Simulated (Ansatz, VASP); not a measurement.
One calculation of Se, two programs

```
Se
1.0
     4.04436    0.00000    0.00000
    -2.02218    3.50252    0.00000
     0.00000    0.00000    5.12186
Se
3
Direct
  0.24801 0.00000 0.33333
  0.00000 0.24801 0.66667
  0.75199 0.75199 0.00000
```

Alike in both runs: task single point; functional PBEsol; k mesh 8 × 8 × 6; occupations fermi-dirac, width 0.05 eV; no spin polarisation.

```csv
,VASP,Ansatz
version,VASP 6.6.1,Ansatz 0.2.0
potentials or method,"VASP PAW PBE potentials, release 64 (Se), cutoff 520 eV","plane waves (420 eV) with PAW, scalar-relativistic"
valence electrons in the cell,18,48
```

VASP gave:

| Quantity | Value |
| --- | --- |
| pressure (GPa) | 0.1 |
| traceless stress, the component that is largest in VASP (GPa) | 0.08 |

Task: What did Ansatz give for the same quantities?

Result: Pressure (GPa): 0.0; traceless stress, the component that is largest in VASP (GPa): 0.00.

VASP's potentials were made for PBE, not for PBEsol, and Ansatz warns of the same on its side. The functional is the same, so the differences come from potentials, cutoffs and numerics. VASP's potentials hold 18 valence electrons a cell and Ansatz's 48, so a difference there can come from the potentials and not from the codes.
